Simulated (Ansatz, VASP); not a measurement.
## Si: VASP beside Ansatz

```
CELL_PARAMETERS angstrom
0.00000 2.88901 2.68620
2.88901 0.00000 2.68620
2.88901 2.88901 0.00000
ATOMIC_POSITIONS crystal
Si 0.50000 0.50000 0.50000
Si 0.75000 0.75000 0.75000
```

Alike in both runs: task single point; functional PBE; k mesh 10 × 10 × 10; occupations gaussian, width 0.05 eV; no spin polarisation.

|  | VASP | Ansatz |
| --- | --- | --- |
| version | VASP 6.6.1 | Ansatz 0.2.0 |
| potentials or method | VASP PAW PBE potentials, release 64 (Si), cutoff 520 eV | scalar-relativistic, plane waves, PAW |
| valence electrons in the cell | 8 | 8 |

```tsv
	VASP	Ansatz	Ansatz less VASP
gap on the k mesh at the Fermi level (eV)	0.05	0.05	-0.003
least direct gap on the mesh (eV)	1.76	1.76	-0.006
pressure (GPa)	-6.8	-6.7	+0.06
traceless stress, the component that is largest in VASP (GPa)	4.03	4.02	-0.010
```

The functional is the same, so the differences come from potentials, cutoffs and numerics.
